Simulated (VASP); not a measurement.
A run of VASP 6.6.1:

Contents of INCAR:

```
SYSTEM = Zn
PREC = Accurate
ENCUT = 520
EDIFF = 1E-6
ISMEAR = -1
SIGMA = 0.03
LREAL = .False.
LASPH = .True.
NELM = 100
ALGO = Normal
ISIF = 2
LWAVE = .False.
LCHARG = .False.
GGA = PS
NBANDS = 19
```

File KPOINTS:

```
Automatic mesh
0
Gamma
  18 18 8
  0 0 0
```

Contents of POSCAR:

```
Zn
1.0
    2.6824462367      0.0000000000      0.0000000000
   -1.3412231184      2.3230665853      0.0000000000
    0.0000000000      0.0000000000      4.9794605574
Zn
2
Direct
    0.3333333333      0.6666666667      0.2500000000
    0.6666666667      0.3333333333      0.7500000000
```

Potentials or basis: VASP PAW PBE potentials, release 64 (Zn).

Launch:

```console
$ cat potpaw_PBE.64/Zn/POTCAR > POTCAR
$ mpirun -np 1 vasp_std > vasp.out
```

Hardware: 1 thread of Intel(R) Xeon(R) 6975P-C (Granite Rapids), on a shared host.

Problem. How long does it take, and how much memory?

Solution. It took 28 s on 1 thread of Intel(R) Xeon(R) 6975P-C (Granite Rapids), on a shared host, peak memory 0.2 GiB. Counts: scf iterations 11, k points 185.
